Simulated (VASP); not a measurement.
A run of VASP 6.6.1:

File INCAR:

```
SYSTEM = CdTe
PREC = Accurate
ENCUT = 600
EDIFF = 1E-8
ISMEAR = -1
SIGMA = 0.05
LREAL = .False.
LASPH = .True.
NELM = 80
ALGO = Normal
ISIF = 3
LWAVE = .False.
LCHARG = .True.
GGA = PS
IBRION = 6
NFREE = 2
POTIM = 0.015
NSW = 1
```

KPOINTS

```
regular mesh
0
Gamma
  5 5 5
  0 0 0
```

File POSCAR:

```
CdTe
1.0
    0.0000000000      3.2050000000      3.2050000000
    3.2050000000      0.0000000000      3.2050000000
    3.2050000000      3.2050000000      0.0000000000
Te Cd
1 1
Direct
    0.7500000000      0.7500000000      0.7500000000
    0.0000000000      0.0000000000      0.0000000000
```

Potentials or basis: VASP PAW PBE potentials, release 64 (Te, Cd).

Command:

```sh
$ cat potpaw_PBE.64/Te/POTCAR potpaw_PBE.64/Cd/POTCAR > POTCAR
$ mpirun -np 1 vasp_std > vasp.out
```

Hardware: 1 thread of AMD EPYC 7R43 64-Core Processor (Zen 3) (shared host).

Estimate the wall time of this run.

It took 6.4 min on 1 thread of AMD EPYC 7R43 64-Core Processor (Zen 3), on a shared host, peak memory 0.21 GiB. Counts: scf iterations 183, k points 10.
